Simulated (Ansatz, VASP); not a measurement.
# One calculation of H, two programs

The input INCAR:

```
PREC = Accurate
ENCUT = 520
EDIFF = 1E-6
ISMEAR = 0
SIGMA = 0.05
LREAL = F
LASPH = T
NELM = 100
ALGO = Normal
ISIF = 2
LWAVE = F
LCHARG = F
NBANDS = 8
```

Contents of KPOINTS:

```
regular mesh
0
Gamma
  10 10 10
```

Contents of POSCAR:

```
H
1.0
   -1.8221502708      1.8221502708      1.7739391090
    1.8221502708     -1.8221502708      1.7739391090
    1.8221502708      1.8221502708     -1.7739391090
H
2
Direct
    0.9098622900      0.9098622900      0.0000000000
    0.0901377100      0.0901377100      0.0000000000
```

Input for Ansatz:

```yaml
crystal:
  lattice:
    - [-1.8221502708, 1.8221502708, 1.773939109]
    - [1.8221502708, -1.8221502708, 1.773939109]
    - [1.8221502708, 1.8221502708, -1.773939109]
  atoms:
    - { symbol: H, position: [0.90986229, 0.90986229, 0.0] }
    - { symbol: H, position: [0.09013771, 0.09013771, 0.0] }
basis:
  ecutwfc: 420
kpoints:
  mp_grid: { grid: [10, 10, 10] }
hamiltonian:
  xc: lda
scf:
  occupations: { method: gaussian, width: 0.05 }
output:
  forces: true
  stress: true
  eigenvalues: true
```

Alike in both runs: task single point; functional LDA; k mesh 10 × 10 × 10; occupations gaussian, width 0.05 eV; no spin polarisation.

```csv
,VASP,Ansatz
version,VASP 6.6.1,Ansatz 0.2.0
potentials or method,"VASP PAW LDA potentials, release 64 (H), cutoff 520 eV","scalar-relativistic, plane waves, PAW"
valence electrons in the cell,2,2
```

```csv
,VASP,Ansatz,Ansatz less VASP
gap on the k mesh at the Fermi level (eV),9.42,9.43,+0.008
least direct gap on the mesh (eV),10.11,10.11,+0.006
pressure (GPa),8.5,8.6,+0.11
"traceless stress, the component that is largest in VASP (GPa)",18.57,18.39,-0.181
rms of the force components (eV/Å),3.695,3.657,-0.0384
```

LDA's correlation is that of Perdew and Zunger in VASP and of Perdew and Wang (1992) in Ansatz. Atom by atom the forces differ by 0.038 eV/Å (rms over components).
